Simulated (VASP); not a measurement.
# MoS2 (R3m) in VASP: further runs

The runs below take MoS2 through single point, relaxation of cell and atoms, with PBE+D3(BJ).

Everything below comes from runs of VASP 6.6.1. Logs are shortened: lines on timing, memory, paths and dates and some standing lists are left out, and cuts for length are marked.

## (1) The cell of the first run

The structure is trigonal, space group R3m (No. 160). The conventional cell has a = 3.154 Å, b = 3.154 Å, c = 17.997 Å, α = 90.00°, β = 90.00°, γ = 120.00°. Within 3.2 Å of Mo (site symmetry 3m) lie 6 S at 2.40 Å and 6 Mo at 3.15 Å. S (site symmetry 3m) has 3 Mo at 2.40 Å and 7 S at 3.13 to 3.15 Å within 3.2 Å. S (site symmetry 3m) has 3 Mo at 2.40 Å and 7 S at 3.13 to 3.15 Å within 3.2 Å.

## (2) Single point, PBE+D3(BJ)

INCAR

```
SYSTEM = MoS2
ALGO = Normal
EDIFF = 1E-6
ENCUT = 520
GGA = PE
ISIF = 2
ISMEAR = 0
IVDW = 12
LASPH = .TRUE.
LCHARG = .FALSE.
LREAL = .FALSE.
LWAVE = .FALSE.
NBANDS = 20
NELM = 80
PREC = Accurate
SIGMA = 0.1
```

KPOINTS

```
k-points
0
G
  6 6 6
  0 0 0
```

POSCAR

```
MoS2
1.0
    1.5767622963      0.9103441362      5.9991040626
   -1.5767622963      0.9103441362      5.9991040626
    0.0000000000     -1.8206882724      5.9991040626
Mo S
1 2
Direct
    0.0000165955      0.0000165955      0.0000165955
    0.7535551421      0.7535551421      0.7535551421
    0.5797282624      0.5797282624      0.5797282624
```

Potentials or basis: VASP PAW PBE potentials, release 64 (Mo_sv, S).

Run with:

```console
> cat potpaw_PBE.64/Mo_sv/POTCAR potpaw_PBE.64/S/POTCAR > POTCAR
> mpirun -np 1 vasp_std > vasp.out
```

OUTCAR:

```text
SYSTEM = MoS2
   EDIFF = 1E-6
   ENCUT = 520
   GGA = PE
   ISIF = 2
   ISMEAR = 0
   IVDW = 12
   LASPH = .TRUE.
   LREAL = .FALSE.
   NELM = 80
   PREC = Accurate
 IVDW          = 12

 ion  position               nearest neighbor table
   1  0.000  0.000  0.000-   2 2.40   2 2.40   2 2.40   3 2.40   3 2.40   3 2.40
   2  0.754  0.754  0.754-   1 2.40   1 2.40   1 2.40
   3  0.580  0.580  0.580-   1 2.40   1 2.40   1 2.40

  LATTYP: Found a trigonal (rhomboedric) cell.
 ALAT       =     6.2693026198
 COS(alpha) =     0.8734902548

  Lattice vectors:

 A1 = (   1.5767622963,   0.9103441362,   5.9991040626)
 A2 = (  -1.5767622963,   0.9103441362,   5.9991040626)
 A3 = (   0.0000000000,  -1.8206882724,   5.9991040626)

Analysis of symmetry for initial positions (statically):
=====================================================================
 Subroutine PRICEL returns:
 Original cell was already a primitive cell.

 Routine SETGRP: Setting up the symmetry group for a
 trigonal (rhombohedral) supercell.

 Subroutine GETGRP returns: Found  6 space group operations
 (whereof  6 operations were pure point group operations)
 out of a pool of 12 trial point group operations.

The static configuration has the point symmetry C_3v.

Analysis of symmetry for dynamics (positions and initial velocities):
=====================================================================
 Subroutine PRICEL returns:
 Original cell was already a primitive cell.

 Routine SETGRP: Setting up the symmetry group for a
 trigonal (rhombohedral) supercell.

 Subroutine GETGRP returns: Found  6 space group operations
 (whereof  6 operations were pure point group operations)
 out of a pool of 12 trial point group operations.

The dynamic configuration has the point symmetry C_3v.

 Subroutine INISYM returns: Found  6 space group operations
 (whereof  6 operations are pure point group operations),
 and found     1 'primitive' translations

----------------------------------------------------------------------------------------

                                     Primitive cell

  volume of cell :      51.6666

  direct lattice vectors                    reciprocal lattice vectors
     1.576762296  0.910344136  5.999104063     0.317105502  0.183080947  0.055563853
    -1.576762296  0.910344136  5.999104063    -0.317105502  0.183080947  0.055563853
     0.000000000 -1.820688272  5.999104063     0.000000000 -0.366161894  0.055563853

  length of vectors
     6.269302620  6.269302620  6.269302620     0.370353715  0.370353715  0.370353715

  position of ions in fractional coordinates (direct lattice)
     0.000016595  0.000016595  0.000016595
     0.753555142  0.753555142  0.753555142
     0.579728262  0.579728262  0.579728262

  ion indices of the primitive-cell ions
   primitive index   ion index
                 1           1
                 2           2
                 3           3

----------------------------------------------------------------------------------------

 KPOINTS: k-points

Automatic generation of k-mesh.
 Grid dimensions read from file:
 generate k-points for:    6    6    6

 Generating k-lattice:

  Cartesian coordinates                     Fractional coordinates (reciprocal lattice)
     0.052850917  0.030513491  0.009260642     0.166666667 -0.000000000 -0.000000000
    -0.052850917  0.030513491  0.009260642    -0.000000000  0.166666667 -0.000000000
     0.000000000 -0.061026982  0.009260642    -0.000000000 -0.000000000  0.166666667

  Length of vectors
     0.061725619  0.061725619  0.061725619

  Shift w.r.t. Gamma in fractional coordinates (k-lattice)
     0.000000000  0.000000000  0.000000000

 Subroutine IBZKPT returns following result:
 ===========================================

 Found     32 irreducible k-points:

 Following reciprocal coordinates:
            Coordinates               Weight
  0.000000  0.000000  0.000000      1.000000
  0.166667 -0.000000  0.000000      6.000000
  0.333333  0.000000  0.000000      6.000000
  0.500000  0.000000  0.000000      3.000000
  0.166667  0.166667  0.000000      6.000000
  0.333333  0.166667  0.000000     12.000000
[... 16 lines left out ...]
  0.500000  0.500000  0.166667      6.000000
 -0.333333  0.500000  0.166667     12.000000
 [... further k-points ...]
   k-points           NKPTS =     32   k-points in BZ     NKDIM =     32   number of bands    NBANDS=     20
   number of dos      NEDOS =    301   number of ions     NIONS =      3
   total plane-waves  NPLWV = 110592
   dimension x,y,z NGX =    48 NGY =   48 NGZ =   48
   dimension x,y,z NGXF=    96 NGYF=   96 NGZF=   96
   ions per type =               1   2
   NGX,Y,Z   is equivalent  to a cutoff of  12.73, 12.73, 12.73 a.u.
   NGXF,Y,Z  is equivalent  to a cutoff of  25.46, 25.46, 25.46 a.u.
 SYSTEM =  MoS2
   PREC   = accura    normal or accurate (medium, high low for compatibility)
   ISTART =      0    job   : 0-new  1-cont  2-samecut
   ICHARG =      2    charge: 1-file 2-atom 10-const
   ISPIN  =      1    spin polarized calculation?
   LNONCOLLINEAR =      F non collinear calculations
   LSORBIT =      F    spin-orbit coupling
   LASPH  =      T    aspherical Exc in radial PAW
   ENCUT  =  520.0 eV  38.22 Ry    6.18 a.u.  11.66 11.66 11.66*2*pi/ulx,y,z
   NELM   =     80;   NELMIN=  2; NELMDL= -5     # of ELM steps
   EDIFF  = 0.1E-05   stopping-criterion for ELM
   LREAL  =      F    real-space projection
   EDIFFG = 0.1E-04   stopping-criterion for IOM
   NSW    =      0    number of steps for IOM
   IBRION =     -1    ionic relax: 0-MD 1-quasi-New 2-CG
   NFREE  =      0    steps in history (QN), initial steepest desc. (CG)
   ISIF   =      2    stress and relaxation
   ISYM   =      2    0-nonsym 1-usesym 2-fastsym
   POTIM  = 0.5000    time-step for ionic-motion
   TEBEG  =    0.0;   TEEND  =   0.0 temperature during run
   PSTRESS=    0.0 pullay stress
   NELECT =      26.0000    total number of electrons
   NUPDOWN=      -1.0000    fix difference up-down
   EMIN   =  10.00;   EMAX   =-10.00  energy-range for DOS
   EFERMI =   0.00;   METHOD = LEGACY
   ISMEAR =     0;   SIGMA  =   0.10  broadening in eV -4-tet -1-fermi 0-gaus
   EFERMI_NEDOS =   21; number of points for ismear=-14 and -15
   IALGO  =     38    algorithm
   IMIX   =      4    mixing-type and parameters
     AMIX     =   0.40;   BMIX     =  1.00
     AMIX_MAG =   1.60;   BMIX_MAG =  1.00
  volume/ion in A,a.u.               =      17.22       116.22
  Fermi-wavevector in a.u.,A,eV,Ry     =   1.302155  2.460717 23.070154  1.695608
  Thomas-Fermi vector in A             =   2.433242
   LORBIT       =      0    0 simple, 1 ext, 2 COOP (PROOUT), +10 PAW based schemes
   GGA     = PE    functional components
   LHFCALC =     F    Hartree Fock is set to
   AEXX    =    0.0000 exact exchange contribution
   IVDW    =    12    specifies the selected vdW correction
   LEPSILON=     F    determine dielectric tensor
   LRPA    =     F    only Hartree local field effects (RPA)
 non-spin polarized calculation
 Gauss-broadening in eV      SIGMA  =   0.10
  energy-cutoff  :      520.00
  volume of cell :       51.67
 maximum number of plane-waves:      1402
 NGX is ok and might be reduce to    48
   NGX = 23   NGY = 23   NGZ = 23

 number of electron      26.0000001 magnetization

 Free energy of the ion-electron system (eV)
  ---------------------------------------------------
  ext. energy  EPLUGINS =         0.00000000
  ---------------------------------------------------
  free energy    TOTEN  =       -21.76693549 eV

  energy without entropy =      -21.76693549  energy(sigma->0) =      -21.76693549

 E-fermi :   8.4702     XC(G=0): -11.0523

 val. band max:        8.0786930273   @ k =   0.5000   0.5000   0.5000
 cond. band min:       8.8873891260   @ k =  -0.1667   0.1667   0.0000
 fundamental gap:      0.8086960987
 Fermi energy:         8.4701838391

 k-point     1 :       0.0000    0.0000    0.0000
  band No.  band energies     occupation
      1     -53.5235      2.00000
      2     -27.6898      2.00000
      3     -27.4462      2.00000
      4     -27.4462      2.00000
      5      -7.1087      2.00000
      6      -5.3129      2.00000
[... 12 lines left out ...]
     19      16.0565      0.00000
     20      17.1020      0.00000

 k-point     2 :       0.1667   -0.0000    0.0000
  band No.  band energies     occupation
      1     -53.5130      2.00000
      2     -27.6692      2.00000
      3     -27.5505      2.00000
      4     -27.4699      2.00000
      5      -6.6857      2.00000
      6      -5.1876      2.00000
[... 12 lines left out ...]
     19      16.7353      0.00000
     20      17.2963      0.00000

 k-point     3 :       0.3333    0.0000    0.0000
  band No.  band energies     occupation
      1     -53.4918      2.00000
      2     -27.7543      2.00000
      3     -27.6277      2.00000
      4     -27.5171      2.00000
      5      -5.6804      2.00000
      6      -4.8967      2.00000
[... 12 lines left out ...]
     19      15.6799      0.00000
     20      15.7881      0.00000

 k-point     4 :       0.5000    0.0000    0.0000
  band No.  band energies     occupation
      1     -53.4811      2.00000
      2     -27.8539      2.00000
      3     -27.6068      2.00000
      4     -27.5405      2.00000
      5      -5.0249      2.00000
      6      -4.7391      2.00000
[... 12 lines left out ...]
     19      14.6927      0.00000
     20      15.4513      0.00000

 k-point     5 :       0.1667    0.1667    0.0000
  band No.  band energies     occupation
      1     -53.5130      2.00000
      2     -27.6692      2.00000
      3     -27.5505      2.00000
      4     -27.4699      2.00000
      5      -6.6631      2.00000
      6      -5.2270      2.00000
[... 12 lines left out ...]
     19      16.8122      0.00000
     20      17.1433      0.00000

 k-point     6 :       0.3333    0.1667    0.0000
  band No.  band energies     occupation
      1     -53.4971      2.00000
      2     -27.6847      2.00000
      3     -27.6381      2.00000
      4     -27.5252      2.00000
      5      -5.9254      2.00000
      6      -5.0237      2.00000
[... 12 lines left out ...]
     19      16.5542      0.00000
     20      17.2488      0.00000

 k-point     7 :       0.5000    0.1667    0.0000
  band No.  band energies     occupation
      1     -53.4811      2.00000
      2     -27.8031      2.00000
      3     -27.6069      2.00000
      4     -27.5936      2.00000
      5      -5.0378      2.00000
      6      -4.7347      2.00000
[... 12 lines left out ...]
     19      16.2306      0.00000
     20      16.6676      0.00000
[... 277 lines left out ...]
 k-point    20 :       0.5000    0.3333    0.1667
  band No.  band energies     occupation
      1     -53.4971      2.00000
      2     -27.6847      2.00000
      3     -27.6382      2.00000
      4     -27.5252      2.00000
      5      -5.7818      2.00000
      6      -5.2114      2.00000
[... 12 lines left out ...]
     19      16.7726      0.00000
     20      17.3456      0.00000

 k-point    21 :      -0.3333    0.3333    0.1667
  band No.  band energies     occupation
      1     -53.4811      2.00000
      2     -27.8031      2.00000
      3     -27.6069      2.00000
      4     -27.5936      2.00000
      5      -4.9717      2.00000
      6      -4.8084      2.00000
[... 12 lines left out ...]
     19      16.4372      0.00000
     20      16.7682      0.00000

 k-point    22 :      -0.1667    0.3333    0.1667
  band No.  band energies     occupation
      1     -53.4811      2.00000
      2     -27.8031      2.00000
      3     -27.6069      2.00000
      4     -27.5936      2.00000
      5      -5.0490      2.00000
      6      -4.7263      2.00000
[... 12 lines left out ...]
     19      16.1148      0.00000
     20      16.7858      0.00000

 k-point    23 :       0.5000    0.5000    0.1667
  band No.  band energies     occupation
      1     -53.4918      2.00000
      2     -27.7543      2.00000
      3     -27.6278      2.00000
      4     -27.5171      2.00000
      5      -5.4637      2.00000
      6      -5.1637      2.00000
[... 12 lines left out ...]
     19      15.7427      0.00000
     20      16.7235      0.00000

 k-point    24 :      -0.3333    0.5000    0.1667
  band No.  band energies     occupation
      1     -53.4811      2.00000
      2     -27.8031      2.00000
      3     -27.6069      2.00000
      4     -27.5936      2.00000
      5      -4.9047      2.00000
      6      -4.8805      2.00000
[... 12 lines left out ...]
     19      16.1347      0.00000
     20      16.6918      0.00000

 [... further k-points ...]

------------------------ aborting loop because EDIFF is reached ----------------------------------------

 Edisp (eV)   -1.31973

 E8    (eV) :    -0.5322

  FORCE on cell =-STRESS in cart. coord.  units (eV):
  Direction    XX          YY          ZZ          XY          YZ          ZX
  --------------------------------------------------------------------------------------
  -------------------------------------------------------------------------------------
  Total      -0.07016    -0.07016    -0.10013     0.00000     0.00000     0.00000
  in kB      -2.17579    -2.17579    -3.10488     0.00000     0.00000     0.00000
  external pressure =       -2.49 kB  Pullay stress =        0.00 kB

 VOLUME and BASIS-vectors are now :
 -----------------------------------------------------------------------------
  energy-cutoff  :      520.00
  volume of cell :       51.67
      direct lattice vectors                 reciprocal lattice vectors
     1.576762296  0.910344136  5.999104063     0.317105502  0.183080947  0.055563853
    -1.576762296  0.910344136  5.999104063    -0.317105502  0.183080947  0.055563853
     0.000000000 -1.820688272  5.999104063     0.000000000 -0.366161894  0.055563853

 POSITION                                       TOTAL-FORCE (eV/Angst)
 -----------------------------------------------------------------------------------
      0.00000      0.00000      0.00030         0.000000     -0.000000      0.000453
      0.00000      0.00000     13.56197         0.000000      0.000000     -0.024321
      0.00000      0.00000     10.43355         0.000000      0.000000      0.023868
 -----------------------------------------------------------------------------------
    total drift:                               -0.000000      0.000000      0.000000

  FREE ENERGIE OF THE ION-ELECTRON SYSTEM (eV)
  ---------------------------------------------------
  free  energy   TOTEN  =       -23.0866677828 eV

  energy  without entropy=      -23.0866677827  energy(sigma->0) =      -23.08666778
```

It took 39 s on 1 thread of Intel Xeon 6975P-C (Granite Rapids), shared host; peak memory 0.32 GiB.

What came out:

- Free energy: -23.0867 eV
- Pressure: -0.2 GPa
- Largest force: 0.024 eV/Å
- Band gap on the k mesh: 0.81 eV, indirect (least direct gap 1.77 eV)
- Dispersion energy per atom: -0.440 eV

Forces on the atoms (eV/Å):
```
Mo   0.000  0.000  0.000
S    0.000  0.000 -0.024
S    0.000  0.000  0.024
```

Stress tensor (GPa, compression positive):
```
-0.22  0.00  0.00
 0.00 -0.22  0.00
 0.00  0.00 -0.31
```

Levels at points of the mesh, in eV from the valence-band top:
| k point | band 9 | band 10 | band 11 | band 12 | band 13 | band 14 | band 15 | band 16 | band 17 | band 18 |
| --- | --- | --- | --- | --- | --- | --- | --- | --- | --- | --- |
| (0.00, 0.00, 0.00) | -3.37 | -2.28 | -2.28 | -1.34 | -1.09 | 1.96 | 1.96 | 2.37 | 2.37 | 5.55 |
| (0.50, 0.00, 0.00) | -5.09 | -4.02 | -2.41 | -1.59 | -1.55 | 1.60 | 1.96 | 3.28 | 3.47 | 5.29 |
| (0.50, 0.50, 0.00) | -4.75 | -3.91 | -3.10 | -1.87 | -1.36 | 1.54 | 2.12 | 2.93 | 3.86 | 6.03 |
| (0.50, 0.50, 0.50) | -3.39 | -3.39 | -2.23 | -2.23 | 0.00 | 2.09 | 2.09 | 2.19 | 2.19 | 5.64 |

A k mesh can miss the band edges.

(Continued in part 2 of 2.)
